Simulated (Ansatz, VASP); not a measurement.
## Two plane-wave programs on Si2W

```
Si W
1.0
     4.69049    0.00000    0.00000
    -2.34524    4.06208    0.00000
     0.00000    0.00000    6.27314
Si W
6 3
Direct
  0.83618 0.67236 0.50000
  0.16382 0.83618 0.83333
  0.67236 0.83618 0.16667
  0.16382 0.32764 0.50000
  0.83618 0.16382 0.83333
  0.32764 0.16382 0.16667
  0.00000 0.50000 0.16667
  0.50000 0.50000 0.83333
  0.50000 0.00000 0.50000
```

Change from the starting cell: strain +0.025 along x and y, -0.050 along z, atoms carried along.

Alike in both runs: task single point; functional PBEsol; k mesh 12 × 12 × 6; occupations gaussian, width 0.15 eV; no spin polarisation.

```csv
,VASP,Ansatz
version,VASP 6.6.1,Ansatz 0.2.0
potentials or method,"VASP PAW PBE potentials, release 64 (Si, W_sv), cutoff 520 eV","scalar-relativistic, plane waves, PAW"
valence electrons in the cell,66,66
```

```tsv
	VASP	Ansatz	Ansatz less VASP
gap on the k mesh at the Fermi level (eV)	0.03	0.03	+0.001
least direct gap on the mesh (eV)	0.40	0.40	-0.001
pressure (GPa)	3.5	3.1	-0.35
traceless stress, the component that is largest in VASP (GPa)	15.38	15.28	-0.095
rms of the force components (eV/Å)	0.071	0.068	-0.0025
```

VASP's potentials were made for PBE, not for PBEsol. Atom by atom the forces differ by 0.003 eV/Å (rms over components).

Spin-orbit coupling is off throughout.
